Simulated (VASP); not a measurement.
# Co (P6_3/mmc) in VASP: a series of runs, part 2 of 2

VASP 6.6.1. The steps go on from the part before.

### 4 Single point, PBEsol, collinear spin, ferromagnetic start

This run uses another cell than the first one, of 10.37 Å³/atom.

Input file INCAR:

```
SYSTEM = Co
ALGO     = Fast           ! electronic algorithm
EDIFF    = 1E-6           ! SCF threshold, eV
ENCUT    = 520            ! plane-wave cutoff, eV
GGA      = PS             ! functional
ISIF     = 2              ! what is computed and relaxed
ISMEAR   = 0              ! smearing method
ISPIN    = 2              ! spin polarisation
LASPH    = .TRUE.         ! aspherical terms in the spheres
LCHARG   = .FALSE.        ! write CHGCAR
LMAXMIX  = 4              ! l up to which the mixer works
LORBIT   = 11             ! projections on sites
LREAL    = .FALSE.        ! projectors in reciprocal space
LWAVE    = .FALSE.        ! write WAVECAR
MAGMOM   = 1.8 1.8        ! initial moments
NBANDS   = 20             ! bands
NELM     = 150            ! most SCF steps
PREC     = Accurate       ! precision mode
SIGMA    = 0.1            ! smearing width, eV
```

Input file KPOINTS:

```
k-points
0
G
  18 18 10
  0 0 0
```

Input file POSCAR:

```
Co
1.0
    2.4564141994      0.0000000000      0.0000000000
   -1.2282070997      2.1273170989      0.0000000000
    0.0000000000      0.0000000000      3.9694110249
Co
2
Direct
    0.3333333333      0.6666666667      0.2500000000
    0.6666666667      0.3333333333      0.7500000000
```

Potentials or basis: VASP PAW PBE potentials, release 64 (Co).

On the command line:

```console
> cat potpaw_PBE.64/Co/POTCAR > POTCAR
> mpirun -np 1 vasp_std > vasp.out
```

OUTCAR:

```text
SYSTEM = Co
   EDIFF = 1E-6
   ENCUT = 520
   GGA = PS
   ISIF = 2
   ISMEAR = 0
   ISPIN = 2
   LASPH = .TRUE.
   LORBIT = 11
   LREAL = .FALSE.
   NELM = 150
   PREC = Accurate

 ion  position               nearest neighbor table
   1  0.333  0.667  0.250-   2 2.44   2 2.44   2 2.44   2 2.44   2 2.44   2 2.44
   2  0.667  0.333  0.750-   1 2.44   1 2.44   1 2.44   1 2.44   1 2.44   1 2.44

  LATTYP: Found a hexagonal cell.
 ALAT       =     2.4564141994
 C/A-ratio  =     1.6159371762

  Lattice vectors:

 A1 = (   2.4564141994,   0.0000000000,   0.0000000000)
 A2 = (  -1.2282070997,   2.1273170989,   0.0000000000)
 A3 = (   0.0000000000,   0.0000000000,   3.9694110249)

Analysis of symmetry for initial positions (statically):
=====================================================================
 Subroutine PRICEL returns:
 Original cell was already a primitive cell.

 Routine SETGRP: Setting up the symmetry group for a
 hexagonal supercell.

 Subroutine GETGRP returns: Found 24 space group operations
 (whereof 12 operations were pure point group operations)
 out of a pool of 24 trial point group operations.

The static configuration has the point symmetry D_3d.
 The point group associated with its full space group is D_6h.

Analysis of symmetry for dynamics (positions and initial velocities):
=====================================================================
 Subroutine PRICEL returns:
 Original cell was already a primitive cell.

 Routine SETGRP: Setting up the symmetry group for a
 hexagonal supercell.

 Subroutine GETGRP returns: Found 24 space group operations
 (whereof 12 operations were pure point group operations)
 out of a pool of 24 trial point group operations.

The dynamic configuration has the point symmetry D_3d.
 The point group associated with its full space group is D_6h.

Analysis of structural, dynamic, and magnetic symmetry:
=====================================================================
 Subroutine PRICEL returns:
 Original cell was already a primitive cell.

 Routine SETGRP: Setting up the symmetry group for a
[... 152 lines left out ...]
  free energy    TOTEN  =       -15.47837804 eV

  energy without entropy =      -15.46982986  energy(sigma->0) =      -15.47410395

 E-fermi :  10.7138     XC(G=0): -13.8476

 val. band max:       10.7127285835   @ k =   0.2222   0.1667   0.4000
 cond. band min:      10.7149214049   @ k =   0.2222   0.2222   0.4000
 fundamental gap:      0.0021928214
 Fermi energy:        10.7137508057

 spin component 1

 k-point     1 :       0.0000    0.0000    0.0000
  band No.  band energies     occupation
      1       1.4828      1.00000
      2       5.3634      1.00000
      3       8.0721      1.00000
      4       8.0912      1.00000
      5       8.0912      1.00000
      6       8.4311      1.00000
[... 541 lines left out ...]
     19      33.9579      0.00000
     20      36.3748      0.00000

 [... further k-points ...]

 spin component 2

 k-point     1 :       0.0000    0.0000    0.0000
  band No.  band energies     occupation
      1       1.5465      1.00000
      2       6.2961      1.00000
      3       9.6493      1.00000
      4       9.6688      1.00000
      5       9.6688      1.00000
      6      10.0620      1.00000
[... 541 lines left out ...]
     19      34.3045      0.00000
     20      36.7839      0.00000

 [... further k-points ...]

------------------------ aborting loop because EDIFF is reached ----------------------------------------

  FORCE on cell =-STRESS in cart. coord.  units (eV):
  Direction    XX          YY          ZZ          XY          YZ          ZX
  --------------------------------------------------------------------------------------
  -------------------------------------------------------------------------------------
  Total       -0.1094458     -0.1094458     -0.1268780     -0.0000000     -0.0000000      0.0000000
  in kB       -8.4537537     -8.4537537     -9.8002462     -0.0000000     -0.0000000      0.0000000
  external PRESSURE =      -8.9025845 kB  Pullay stress =       0.0000000 kB

 VOLUME and BASIS-vectors are now :
 -----------------------------------------------------------------------------
  energy-cutoff  :      520.00
  volume of cell :       20.74
      direct lattice vectors                 reciprocal lattice vectors
     2.456414199  0.000000000  0.000000000     0.407097468  0.235037833  0.000000000
    -1.228207100  2.127317099  0.000000000     0.000000000  0.470075665  0.000000000
     0.000000000  0.000000000  3.969411025     0.000000000  0.000000000  0.251926544

 POSITION                                       TOTAL-FORCE (eV/Angst)
 -----------------------------------------------------------------------------------
     -0.00000      1.41821      0.99235         0.000000     -0.000000      0.000000
      1.22821      0.70911      2.97706        -0.000000      0.000000      0.000000
 -----------------------------------------------------------------------------------
    total drift:                               -0.000000      0.000000     -0.000000

  FREE ENERGIE OF THE ION-ELECTRON SYSTEM (eV)
  ---------------------------------------------------
  free  energy   TOTEN  =       -15.4783780396 eV

  energy  without entropy=      -15.4698298590  energy(sigma->0) =      -15.47410395

 total charge

# of ion       s       p       d       tot
------------------------------------------
    1        0.508   0.565   7.290   8.363
    2        0.508   0.565   7.290   8.363
--------------------------------------------------
tot          1.016   1.130  14.580  16.726

 magnetization (x)

# of ion       s       p       d       tot
------------------------------------------
    1       -0.015  -0.053   1.644   1.576
    2       -0.015  -0.053   1.644   1.576
--------------------------------------------------
tot         -0.031  -0.105   3.288   3.152
```

OSZICAR:

```text
N       E                     dE             d eps       ncg     rms          rms(c)
DAV:   1     0.830248364033E+02    0.83025E+02   -0.78603E+03 18904   0.120E+03
DAV:   2    -0.133544907979E+02   -0.96379E+02   -0.86553E+02 18000   0.217E+02
DAV:   3    -0.179170025299E+02   -0.45625E+01   -0.43618E+01 20048   0.569E+01
DAV:   4    -0.179868617271E+02   -0.69859E-01   -0.69797E-01 21548   0.619E+00
DAV:   5    -0.179889595578E+02   -0.20978E-02   -0.20977E-02 20688   0.103E+00    0.165E+01
RMM:   6    -0.159082135983E+02    0.20807E+01   -0.77592E+00 21238   0.298E+01    0.759E+00
RMM:   7    -0.155336916421E+02    0.37452E+00   -0.81711E-01 21090   0.103E+01    0.440E+00
RMM:   8    -0.154947780002E+02    0.38914E-01   -0.28053E-02 24784   0.999E-01    0.184E+00
RMM:   9    -0.154790891662E+02    0.15689E-01   -0.85266E-03 26130   0.461E-01    0.534E-01
RMM:  10    -0.154784491821E+02    0.63998E-03   -0.14864E-03 24383   0.349E-01    0.125E-01
RMM:  11    -0.154783907179E+02    0.58464E-04   -0.58273E-04 28409   0.117E-01    0.596E-02
RMM:  12    -0.154783802153E+02    0.10503E-04   -0.50139E-05 25351   0.483E-02    0.392E-02
RMM:  13    -0.154783806737E+02   -0.45839E-06   -0.19255E-05 26556   0.360E-02    0.104E-02
RMM:  14    -0.154783781556E+02    0.25180E-05   -0.43647E-06 22054   0.153E-02    0.246E-03
RMM:  15    -0.154783780396E+02    0.11606E-06   -0.92706E-07 13740   0.613E-03
   1 F= -.15478378E+02 E0= -.15474104E+02  d E =-.854818E-02  mag=     3.1367
```

stdout:

```text
POSCAR found type information on POSCAR Co
 POSCAR found :  1 types and       2 ions
 scaLAPACK will be used
 -----------------------------------------------------------------------------
|                                                                             |
|                                                                             |
|     You enforced a specific xc type in the INCAR file but a different       |
|     I HOPE YOU KNOW WHAT YOU ARE DOING!                                     |
|                                                                             |
 -----------------------------------------------------------------------------

 LDA part: xc-table for (Slater+PW92), standard interpolation
 POSCAR, INCAR and KPOINTS ok, starting setup
 FFT: planning ... GRIDC
 FFT: planning ... GRID_SOFT
 FFT: planning ... GRID
 WAVECAR not read
 entering main loop
WARNING in EDDRMM: call to ZHEGV failed, returncode =   8  4     17
WARNING in EDDRMM: call to ZHEGV failed, returncode =   6  3     20
```

Wall time 4.4 min (1 thread of AMD EPYC 7R13, shared host); peak memory 0.2 GiB.

Results:

- Free energy: -15.4784 eV
- Pressure: -0.9 GPa
- Net moment: 3.14 μB per cell
- Site moments: Co +1.58 μB
- Valence electrons inside the program's atomic spheres: Co 8.36

Levels at points of the mesh, in eV from the Fermi level:
Spin up:
```
           k point  band 8  band 9  band 10  band 11  band 12  band 13
(0.00, 0.00, 0.00)   -1.91   -1.91    -0.72    -0.72    -0.14     6.77
(0.50, 0.00, 0.00)   -0.58   -0.47    -0.42     1.44     3.54    10.02
(0.00, 0.00, 0.50)   -2.70   -1.05    -1.05    -1.05    -1.05    15.53
(0.50, 0.00, 0.50)   -1.00   -0.48    -0.48     1.64     1.64     7.66
```
Spin down:
```
           k point  band 5  band 6  band 7  band 8  band 9  band 10
(0.00, 0.00, 0.00)   -1.04   -0.65   -0.65   -0.21   -0.21    -0.12
(0.50, 0.00, 0.00)   -1.22   -1.11   -0.67    1.24    1.38     1.42
(0.00, 0.00, 0.50)   -1.12   -1.12   -1.12   -1.12    0.74     0.74
(0.50, 0.00, 0.50)   -0.09   -0.09    0.26    0.26    1.35     1.35
```

Caveat: the PAW data sets were made with another functional, which shifts forces and pressure a little.
